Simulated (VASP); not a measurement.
# ZnO: single point with PBE

Crystal: ZnO.

```
Zn O
1.0
     3.23535    0.00000    0.00000
    -1.61768    2.80190    0.00000
     0.00000    0.00000    5.21091
Zn O
2 2
Direct
  0.33333 0.66667 0.49966
  0.66667 0.33333 0.99966
  0.66667 0.33333 0.37935
  0.33333 0.66667 0.87935
```

```yaml
Program: VASP 6.6.1
Task: single point
Functional: PBE
Potentials_or_basis: VASP PAW PBE potentials, release 64 (Zn, O)
Cutoff: 520 eV
k_mesh: 6 × 6 × 4
Occupations: methfessel-paxton, width 0.5 eV
Spin: no spin polarisation
Dipole_correction: no
Further_INCAR_settings: ALGO = Normal; EDIFF = 1e-07; NBANDS = 26
```

```json
{"Pressure": "7.0 GPa", "Band gap on the k mesh": "0.79 eV"}
```

Stress tensor (GPa, compression positive):
```
6.95 0.00 0.00
0.00 6.95 0.00
0.00 0.00 7.18
```

Levels at points of the mesh, in eV from the valence-band top:
```csv
k point,band 15,band 16,band 17,band 18,band 19,band 20,band 21,band 22
"(0.00, 0.00, 0.00)",-0.80,-0.09,0.00,0.00,0.79,5.25,8.23,12.93
"(0.50, 0.00, 0.00)",-2.84,-2.29,-1.30,-0.85,5.81,6.88,7.60,8.55
"(0.00, 0.00, 0.50)",-0.40,-0.40,-0.40,-0.40,3.47,3.47,10.10,10.10
"(0.50, 0.00, 0.50)",-1.53,-1.53,-1.38,-1.38,5.72,5.72,8.47,8.47
```

Wall time 38 s on 1 thread of Intel Xeon 8259CL, on a shared host, peak memory 0.16 GiB.

Caveat: the cell stands under pressure. PBE gaps usually lie below the measured ones, often by a third to a half.
